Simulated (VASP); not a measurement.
Here is a VASP 6.6.1 calculation.

File POSCAR:

```
NaI
1.0
    0.0000000000      3.1393080000      3.2849460000
    3.1393080000      0.0000000000      3.2849460000
    3.1393080000      3.1393080000      0.0000000000
Na I
1 1
Direct
    0.0000000000      0.0000000000      0.0000000000
    0.5000000000      0.5000000000      0.5000000000
```

The input INCAR.step1:

```
PREC     = Accurate       # precision mode
ENCUT    = 520            # plane-wave cutoff, eV
ISMEAR   = 0              # smearing method
SIGMA    = 0.05           # smearing width, eV
LREAL    = F              # projectors in reciprocal space
LASPH    = T              # aspherical terms in the spheres
NELM     = 80             # most SCF steps
NBANDS   = 14             # bands
GGA      = PE             # functional
ALGO     = Normal         # electronic algorithm
EDIFF    = 1E-4           # SCF threshold, eV
LWAVE    = T              # write WAVECAR
LCHARG   = F              # write CHGCAR
```

The input INCAR.step2:

```
PREC     = Accurate       # precision mode
ENCUT    = 520            # plane-wave cutoff, eV
EDIFF    = 1E-6           # SCF threshold, eV
ISMEAR   = 0              # smearing method
SIGMA    = 0.05           # smearing width, eV
LREAL    = F              # projectors in reciprocal space
LASPH    = T              # aspherical terms in the spheres
NELM     = 80             # most SCF steps
ALGO     = Normal         # electronic algorithm
ISIF     = 2              # what is computed and relaxed
LWAVE    = F              # write WAVECAR
LCHARG   = F              # write CHGCAR
METAGGA  = R2SCAN         # meta-GGA
LMIXTAU  = T            
NBANDS   = 14             # bands
ISTART   = 1
```

Contents of KPOINTS:

```
Automatic mesh
0
Gamma
  6 6 6
```

Potentials or basis: VASP PAW PBE potentials, release 64 (Na_pv, I).

The run is started by

```console
$ cat potpaw_PBE.64/Na_pv/POTCAR potpaw_PBE.64/I/POTCAR > POTCAR
$ cp INCAR.step1 INCAR
$ mpirun -np 1 vasp_std > vasp.out
$ cp INCAR.step2 INCAR
$ mpirun -np 1 vasp_std > vasp.out
```

(1) Predict the pressure.

(2) Predict the band gap on the k mesh.

Results:

(1) 0.8 GPa.

(2) 4.56 eV.

Caveat: the cell differs from its parent crystal (strain -0.030 along x and y, +0.015 along z); the PAW data sets were made with another functional, which shifts forces and pressure a little; spin-orbit coupling is left out, which moves the levels of the heavy elements.
